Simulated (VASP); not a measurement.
# Sb (Pm-3m) in VASP: notebook

Sb is run at these levels: LDA; tasks: single point.

All numbers are computed with VASP 6.6.1; they aren't measurements. Logs are shortened: lines on timing, memory, paths and dates and some standing lists are left out, and cuts for length are marked.

### Step 1. The cell of the first run

It takes space group Pm-3m (No. 221, cubic). Conventional cell: a = 3.083 Å, b = 3.083 Å, c = 3.083 Å, α = 90.00°, β = 90.00°, γ = 90.00°. Within 4.1 Å of Sb (site symmetry m-3m) lie 6 Sb at 3.08 Å.

### Step 2. Single point, LDA

The input, INCAR:

```
ALGO = Normal
EDIFF = 1E-6
ENCUT = 520
ISIF = 2
ISMEAR = 0
LASPH = T
LCHARG = F
LREAL = F
LWAVE = F
NBANDS = 8
NELM = 100
PREC = Accurate
SIGMA = 0.1
```

The input, KPOINTS:

```
k-points
0
Gamma
  6 6 6
```

The input, POSCAR:

```
Sb
1.0
    3.0833436100      0.0000000000      0.0000000000
    0.0000000000      3.0833436100      0.0000000000
    0.0000000000      0.0000000000      3.0833436100
Sb
1
Direct
    0.0000000000      0.0000000000      0.0000000000
```

Potentials or basis: VASP PAW LDA potentials, release 64 (Sb).

Command:

```
cat potpaw_LDA.64/Sb/POTCAR > POTCAR
mpirun -np 1 vasp_std > vasp.out
```

OUTCAR:

```text
EDIFF = 1E-6
   ENCUT = 520
   ISIF = 2
   ISMEAR = 0
   LASPH = T
   LREAL = F
   NELM = 100
   PREC = Accurate

 ion  position               nearest neighbor table
   1  0.000  0.000  0.000-

  LATTYP: Found a simple cubic cell.
 ALAT       =     3.0833436100

  Lattice vectors:

 A1 = (   3.0833436100,   0.0000000000,   0.0000000000)
 A2 = (   0.0000000000,   3.0833436100,   0.0000000000)
 A3 = (   0.0000000000,   0.0000000000,   3.0833436100)

Analysis of symmetry for initial positions (statically):
=====================================================================
 Subroutine PRICEL returns:
 Original cell was already a primitive cell.

 Routine SETGRP: Setting up the symmetry group for a
 simple cubic supercell.

 Subroutine GETGRP returns: Found 48 space group operations
 (whereof 48 operations were pure point group operations)
 out of a pool of 48 trial point group operations.

The static configuration has the point symmetry O_h .

Analysis of symmetry for dynamics (positions and initial velocities):
=====================================================================
 Subroutine PRICEL returns:
 Original cell was already a primitive cell.

 Routine SETGRP: Setting up the symmetry group for a
 simple cubic supercell.

 Subroutine GETGRP returns: Found 48 space group operations
 (whereof 48 operations were pure point group operations)
 out of a pool of 48 trial point group operations.

The dynamic configuration has the point symmetry O_h .

 Subroutine INISYM returns: Found 48 space group operations
 (whereof 48 operations are pure point group operations),
 and found     1 'primitive' translations

----------------------------------------------------------------------------------------

                                     Primitive cell

  volume of cell :      29.3134

  direct lattice vectors                    reciprocal lattice vectors
     3.083343610  0.000000000  0.000000000     0.324323243  0.000000000  0.000000000
     0.000000000  3.083343610  0.000000000     0.000000000  0.324323243  0.000000000
     0.000000000  0.000000000  3.083343610     0.000000000  0.000000000  0.324323243

  length of vectors
     3.083343610  3.083343610  3.083343610     0.324323243  0.324323243  0.324323243

  position of ions in fractional coordinates (direct lattice)
     0.000000000  0.000000000  0.000000000

  ion indices of the primitive-cell ions
   primitive index   ion index
                 1           1

----------------------------------------------------------------------------------------

 KPOINTS: k-points

Automatic generation of k-mesh.
 Grid dimensions read from file:
 generate k-points for:    6    6    6

 Generating k-lattice:

  Cartesian coordinates                     Fractional coordinates (reciprocal lattice)
     0.054053874  0.000000000  0.000000000     0.166666667  0.000000000  0.000000000
     0.000000000  0.054053874  0.000000000     0.000000000  0.166666667  0.000000000
     0.000000000  0.000000000  0.054053874     0.000000000  0.000000000  0.166666667

  Length of vectors
     0.054053874  0.054053874  0.054053874

  Shift w.r.t. Gamma in fractional coordinates (k-lattice)
     0.000000000  0.000000000  0.000000000

 Subroutine IBZKPT returns following result:
 ===========================================

 Found     20 irreducible k-points:

 Following reciprocal coordinates:
            Coordinates               Weight
  0.000000  0.000000  0.000000      1.000000
  0.166667  0.000000  0.000000      6.000000
  0.333333  0.000000  0.000000      6.000000
  0.500000  0.000000  0.000000      3.000000
  0.166667  0.166667  0.000000     12.000000
  0.333333  0.166667  0.000000     24.000000
[... 12 lines left out ...]
  0.500000  0.500000  0.333333      6.000000
  0.500000  0.500000  0.500000      1.000000
   k-points           NKPTS =     20   k-points in BZ     NKDIM =     20   number of bands    NBANDS=      8
   number of dos      NEDOS =    301   number of ions     NIONS =      1
   total plane-waves  NPLWV =  13824
   dimension x,y,z NGX =    24 NGY =   24 NGZ =   24
   dimension x,y,z NGXF=    48 NGYF=   48 NGZF=   48
   ions per type =               1
   NGX,Y,Z   is equivalent  to a cutoff of  12.94, 12.94, 12.94 a.u.
   NGXF,Y,Z  is equivalent  to a cutoff of  25.88, 25.88, 25.88 a.u.
 SYSTEM =  unknown system
   PREC   = accura    normal or accurate (medium, high low for compatibility)
   ISTART =      0    job   : 0-new  1-cont  2-samecut
   ICHARG =      2    charge: 1-file 2-atom 10-const
   ISPIN  =      1    spin polarized calculation?
   LNONCOLLINEAR =      F non collinear calculations
   LSORBIT =      F    spin-orbit coupling
   LASPH  =      T    aspherical Exc in radial PAW
   ENCUT  =  520.0 eV  38.22 Ry    6.18 a.u.   5.73  5.73  5.73*2*pi/ulx,y,z
   NELM   =    100;   NELMIN=  2; NELMDL= -5     # of ELM steps
   EDIFF  = 0.1E-05   stopping-criterion for ELM
   LREAL  =      F    real-space projection
   EDIFFG = 0.1E-04   stopping-criterion for IOM
   NSW    =      0    number of steps for IOM
   IBRION =     -1    ionic relax: 0-MD 1-quasi-New 2-CG
   NFREE  =      0    steps in history (QN), initial steepest desc. (CG)
   ISIF   =      2    stress and relaxation
   ISYM   =      2    0-nonsym 1-usesym 2-fastsym
   POTIM  = 0.5000    time-step for ionic-motion
   TEBEG  =    0.0;   TEEND  =   0.0 temperature during run
   PSTRESS=    0.0 pullay stress
   NELECT =       5.0000    total number of electrons
   NUPDOWN=      -1.0000    fix difference up-down
   EMIN   =  10.00;   EMAX   =-10.00  energy-range for DOS
   EFERMI =   0.00;   METHOD = LEGACY
   ISMEAR =     0;   SIGMA  =   0.10  broadening in eV -4-tet -1-fermi 0-gaus
   EFERMI_NEDOS =   21; number of points for ismear=-14 and -15
   IALGO  =     38    algorithm
   IMIX   =      4    mixing-type and parameters
     AMIX     =   0.40;   BMIX     =  1.00
     AMIX_MAG =   1.60;   BMIX_MAG =  1.00
  volume/ion in A,a.u.               =      29.31       197.82
  Fermi-wavevector in a.u.,A,eV,Ry     =   0.907910  1.715702 11.215296  0.824301
  Thomas-Fermi vector in A             =   2.031774
   LORBIT       =      0    0 simple, 1 ext, 2 COOP (PROOUT), +10 PAW based schemes
   GGA     = CA    functional components
   LHFCALC =     F    Hartree Fock is set to
   AEXX    =    0.0000 exact exchange contribution
   IVDW    =     0    specifies the selected vdW correction
   LEPSILON=     F    determine dielectric tensor
   LRPA    =     F    only Hartree local field effects (RPA)
 non-spin polarized calculation
 Gauss-broadening in eV      SIGMA  =   0.10
  energy-cutoff  :      520.00
  volume of cell :       29.31
 maximum number of plane-waves:       840
 NGX is ok and might be reduce to    24
   NGX = 11   NGY = 11   NGZ = 11

 number of electron       4.9999999 magnetization

 Free energy of the ion-electron system (eV)
  ---------------------------------------------------
  ext. energy  EPLUGINS =         0.00000000
  ---------------------------------------------------
  free energy    TOTEN  =        -4.80831674 eV

  energy without entropy =       -4.80218635  energy(sigma->0) =       -4.80525154

 E-fermi :   7.4757     XC(G=0):  -9.8704

 val. band max:        7.4605544415   @ k =   0.1667   0.1667   0.0000
 cond. band min:       7.4907854743   @ k =   0.5000   0.3333   0.3333
 fundamental gap:      0.0302310328
 Fermi energy:         7.4756783521

 k-point     1 :       0.0000    0.0000    0.0000
  band No.  band energies     occupation
      1      -5.3099      2.00000
      2      10.4987      0.00000
      3      10.4987      0.00000
      4      10.4987      0.00000
      5      14.1394      0.00000
      6      14.1394      0.00000
      7      15.5217      0.00000
      8      23.8397      0.00000

 k-point     2 :       0.1667    0.0000    0.0000
  band No.  band energies     occupation
      1      -4.9049      2.00000
      2       7.2253      1.99960
      3      10.8915      0.00000
      4      10.8915      0.00000
      5      14.4494      0.00000
      6      15.2855      0.00000
      7      18.4256      0.00000
      8      22.0923      0.00000

 k-point     3 :       0.3333    0.0000    0.0000
  band No.  band energies     occupation
      1      -3.7884      2.00000
      2       3.4338      2.00000
      3      11.8696      0.00000
      4      11.8696      0.00000
      5      15.3255      0.00000
      6      16.3950      0.00000
      7      19.6718      0.00000
      8      19.6718      0.00000

 k-point     4 :       0.5000    0.0000    0.0000
  band No.  band energies     occupation
      1      -2.8394      2.00000
      2       1.5458      2.00000
      3      12.5400      0.00000
      4      12.5400      0.00000
      5      16.1400      0.00000
      6      17.8335      0.00000
      7      18.4784      0.00000
      8      18.4784      0.00000

 k-point     5 :       0.1667    0.1667    0.0000
  band No.  band energies     occupation
      1      -4.4995      2.00000
      2       7.4606      1.16936
      3       7.7835      0.00001
      4      11.2858      0.00000
      5      15.1526      0.00000
      6      18.1675      0.00000
      7      18.3626      0.00000
      8      19.9908      0.00000

 k-point     6 :       0.3333    0.1667    0.0000
  band No.  band energies     occupation
      1      -3.3811      2.00000
      2       3.8201      2.00000
      3       8.6645      0.00000
      4      12.2683      0.00000
      5      15.5113      0.00000
      6      16.3885      0.00000
      7      19.4950      0.00000
      8      19.9462      0.00000

 k-point     7 :       0.5000    0.1667    0.0000
  band No.  band energies     occupation
      1      -2.4277      2.00000
      2       1.9292      2.00000
      3       9.4541      0.00000
      4      12.9435      0.00000
      5      14.1752      0.00000
      6      17.3604      0.00000
      7      18.7113      0.00000
      8      18.7646      0.00000

 k-point     8 :       0.3333    0.3333    0.0000
  band No.  band energies     occupation
      1      -2.2502      2.00000
      2       4.6335      2.00000
      3       5.0718      2.00000
      4      12.3974      0.00000
      5      13.2596      0.00000
      6      17.2861      0.00000
      7      20.6337      0.00000
      8      20.7093      0.00000

 k-point     9 :       0.5000    0.3333    0.0000
  band No.  band energies     occupation
      1      -1.2686      2.00000
      2       2.9149      2.00000
      3       5.6304      2.00000
      4      10.8593      0.00000
      5      13.9401      0.00000
      6      18.4778      0.00000
      7      19.5456      0.00000
      8      19.7270      0.00000

 k-point    10 :       0.5000    0.5000    0.0000
  band No.  band energies     occupation
      1      -0.2201      2.00000
      2       3.6301      2.00000
      3       3.6301      2.00000
      4       9.3566      0.00000
      5      14.6162      0.00000
      6      19.8146      0.00000
      7      20.1930      0.00000
      8      20.1930      0.00000
[... 34 lines left out ...]
 k-point    14 :       0.3333    0.3333    0.1667
  band No.  band energies     occupation
      1      -1.8406      2.00000
      2       5.0101      2.00000
      3       5.4560      2.00000
      4      10.1267      0.00000
      5      12.8010      0.00000
      6      16.9623      0.00000
      7      17.2557      0.00000
      8      20.7595      0.00000

 k-point    15 :       0.5000    0.3333    0.1667
  band No.  band energies     occupation
      1      -0.8539      2.00000
      2       3.2935      2.00000
      3       6.0040      2.00000
      4      10.9578      0.00000
      5      11.2205      0.00000
      6      15.6396      0.00000
      7      17.9488      0.00000
      8      21.1890      0.00000

 k-point    16 :       0.5000    0.5000    0.1667
  band No.  band energies     occupation
      1       0.2020      2.00000
      2       4.0038      2.00000
      3       4.0038      2.00000
      4       9.7387      0.00000
      5      11.7291      0.00000
      6      16.5263      0.00000
      7      16.5263      0.00000
      8      19.5897      0.00000

 k-point    17 :       0.3333    0.3333    0.3333
  band No.  band energies     occupation
      1      -0.6942      2.00000
      2       5.9595      2.00000
      3       5.9595      2.00000
      4       6.8992      2.00000
      5      13.3284      0.00000
      6      14.1687      0.00000
      7      14.1687      0.00000
      8      19.5346      0.00000

 k-point    18 :       0.5000    0.3333    0.3333
  band No.  band energies     occupation
      1       0.3258      2.00000
      2       4.2564      2.00000
      3       6.6214      2.00000
      4       7.4908      0.83082
      5      11.9217      0.00000
      6      12.7800      0.00000
      7      14.8720      0.00000
      8      17.8732      0.00000

 k-point    19 :       0.5000    0.5000    0.3333
  band No.  band energies     occupation
      1       1.4326      2.00000
      2       4.9395      2.00000
      3       4.9395      2.00000
      4       7.8233      0.00000
      5      10.8490      0.00000
      6      13.4243      0.00000
      7      13.4243      0.00000
      8      16.0901      0.00000

 k-point    20 :       0.5000    0.5000    0.5000
  band No.  band energies     occupation
      1       2.6978      2.00000
      2       5.5828      2.00000
      3       5.5828      2.00000
      4       5.5828      2.00000
      5      12.0456      0.00000
      6      12.0456      0.00000
      7      12.0456      0.00000
      8      14.0901      0.00000

------------------------ aborting loop because EDIFF is reached ----------------------------------------

  FORCE on cell =-STRESS in cart. coord.  units (eV):
  Direction    XX          YY          ZZ          XY          YZ          ZX
  --------------------------------------------------------------------------------------
  -------------------------------------------------------------------------------------
  Total       -0.3247496     -0.3247496     -0.3247496      0.0000000      0.0000000      0.0000000
  in kB      -17.7497978    -17.7497978    -17.7497978      0.0000000      0.0000000      0.0000000
  external PRESSURE =     -17.7497978 kB  Pullay stress =       0.0000000 kB

 VOLUME and BASIS-vectors are now :
 -----------------------------------------------------------------------------
  energy-cutoff  :      520.00
  volume of cell :       29.31
      direct lattice vectors                 reciprocal lattice vectors
     3.083343610  0.000000000  0.000000000     0.324323243  0.000000000  0.000000000
     0.000000000  3.083343610  0.000000000     0.000000000  0.324323243  0.000000000
     0.000000000  0.000000000  3.083343610     0.000000000  0.000000000  0.324323243

 POSITION                                       TOTAL-FORCE (eV/Angst)
 -----------------------------------------------------------------------------------
      0.00000      0.00000      0.00000         0.000000      0.000000      0.000000
 -----------------------------------------------------------------------------------
    total drift:                               -0.000000      0.000000      0.000000

  FREE ENERGIE OF THE ION-ELECTRON SYSTEM (eV)
  ---------------------------------------------------
  free  energy   TOTEN  =        -4.8083167397 eV

  energy  without entropy=       -4.8021863469  energy(sigma->0) =       -4.80525154
```

Wall time 2.4 s (1 thread of Intel Xeon Platinum 8259CL at 2.50GHz (Skylake/Cascade Lake), shared host); peak memory 0.12 GiB.

Results:

| Property | Result |
| --- | --- |
| Free energy | -4.8083 eV |
| Pressure | -1.8 GPa |

Caveat: spin-orbit coupling is left out, which moves the levels of the heavy elements.

### Step 3. Single point, LDA

This run uses another cell than the first one, of 28.14 Å³/atom, 0.960 times its volume.

The input, INCAR:

```
  ALGO = Normal
  EDIFF = 1E-7
  ENCUT = 520
  GGA = CA
  ISIF = 2
  ISMEAR = 0
  LASPH = T
  LCHARG = F
  LREAL = F
  LWAVE = F
  NBANDS = 8
  NELM = 60
  PREC = Accurate
  SIGMA = 0.1
```

The input, KPOINTS:

```
k-points
0
Gamma
  14 14 14
```

The input, POSCAR:

```
Sb
1.0
    3.0415767219      0.0000000000      0.0000000000
    0.0000000000      3.0415767219      0.0000000000
    0.0000000000      0.0000000000      3.0415767219
Sb
1
Direct
    0.0000000000      0.0000000000      0.0000000000
```

Potentials or basis: VASP PAW LDA potentials, release 64 (Sb).

Command:

```
cat potpaw_LDA.64/Sb/POTCAR > POTCAR
mpirun -np 1 vasp_std > vasp.out
```

It took 12 s on 1 thread of Intel Xeon Platinum 8259CL at 2.50GHz (Skylake/Cascade Lake), shared host; peak memory 0.14 GiB.

The run converged. Its results:

```yaml
Free_energy: -4.7948 eV
Pressure: 0.2 GPa
```

Levels at points of the mesh, in eV from the Fermi level:
| k point | band 1 | band 2 | band 3 | band 4 | band 5 | band 6 |
| --- | --- | --- | --- | --- | --- | --- |
| (0.00, 0.00, 0.00) | -12.81 | 3.43 | 3.43 | 3.43 | 7.01 | 7.01 |
| (0.50, 0.00, 0.00) | -10.18 | -5.91 | 5.61 | 5.61 | 9.07 | 10.78 |
| (0.50, 0.50, 0.00) | -7.38 | -3.73 | -3.73 | 2.04 | 7.86 | 12.93 |
| (0.50, 0.50, 0.50) | -4.23 | -1.67 | -1.67 | -1.67 | 4.82 | 4.82 |

Caveat: spin-orbit coupling is left out, which moves the levels of the heavy elements.
